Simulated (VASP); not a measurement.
Set up this calculation in VASP 6.6.1, as the native input.

```yaml
Task: relaxation of cell and atoms
Functional: PBE
Potentials_or_basis: VASP PAW PBE potentials, release 64 (Li_sv, H)
Cutoff: 600 eV
k_mesh: 6 × 6 × 6
Occupations: gaussian, width 0.1 eV
Spin: no spin polarisation
Dipole_correction: no
Further_INCAR_settings: ALGO = Normal; EDIFF = 1e-06; IBRION = 2; EDIFFG = -0.04; NSW = 90; ISIF = 3
```

The structure of Li3H8 lies in POSCAR:

```
Li3H8
1.0
    3.0259318500      1.7470225700      5.3694405400
   -3.0259318500      1.7470225700      5.3694405400
    0.0000000000     -3.4940451400      5.3694405400
Li H
3 8
Direct
    0.5432571900      0.5432571900      0.5432571900
    0.4567428100      0.4567428100      0.4567428100
    0.0000000000      0.0000000000      0.0000000000
    0.0000000000      0.0000000000      0.5000000000
    0.5000000000      0.0000000000      0.0000000000
    0.0000000000      0.5000000000      0.0000000000
    0.7832253300      0.7832253300      0.7832253300
    0.2167746700      0.2167746700      0.2167746700
    0.5000000000      0.5000000000      0.0000000000
    0.0000000000      0.5000000000      0.5000000000
    0.5000000000      0.0000000000      0.5000000000
```

These files were run (other wordings do the same):

INCAR

```
PREC     = Accurate       # precision mode
ENCUT    = 600            # plane-wave cutoff, eV
EDIFF    = 1E-6           # SCF threshold, eV
ISMEAR   = 0              # smearing method
SIGMA    = 0.1            # smearing width, eV
LREAL    = False          # projectors in reciprocal space
LASPH    = True           # aspherical terms in the spheres
NELM     = 100            # most SCF steps
ALGO     = Normal         # electronic algorithm
ISIF     = 3              # what is computed and relaxed
LWAVE    = False          # write WAVECAR
LCHARG   = False          # write CHGCAR
GGA      = PE             # functional
IBRION   = 2              # ionic algorithm
NSW      = 90             # ionic steps
EDIFFG   = -0.04          # ionic threshold
```

KPOINTS

```
regular mesh
0
Gamma
  6 6 6
```

Potentials or basis: VASP PAW PBE potentials, release 64 (Li_sv, H).

The run is started by

```console
$ cat potpaw_PBE.64/Li_sv/POTCAR potpaw_PBE.64/H/POTCAR > POTCAR
$ mpirun -np 1 vasp_std > vasp.out
```

It gave:

```json
{
 "Relaxed volume": "6.90 Å³/atom",
 "Relaxed cell": "a = 5.527 Å, b = 5.527 Å, c = 5.527 Å, α = 44.67°, β = 44.67°, γ = 44.67°",
 "Space group after relaxing (to 0.05 Å)": "R-3m (No. 166)",
 "Energy gained by relaxing": "993.3 meV/atom",
 "Ionic steps": "16",
 "Pressure after relaxing": "0.3 GPa",
 "Largest force after relaxing": "0.006 eV/Å"
}
```

Caveat: the cutoff is under 1.25 times the usual one of these potentials, so pressure, stress and relaxed cells hold a basis-set (Pulay) error; the volume moved by over 15 % at a fixed basis, so the end points are rough.

It took 19 min on 1 thread of Intel(R) Xeon(R) Platinum 8488C (Sapphire Rapids), on a shared host, peak memory 0.47 GiB.
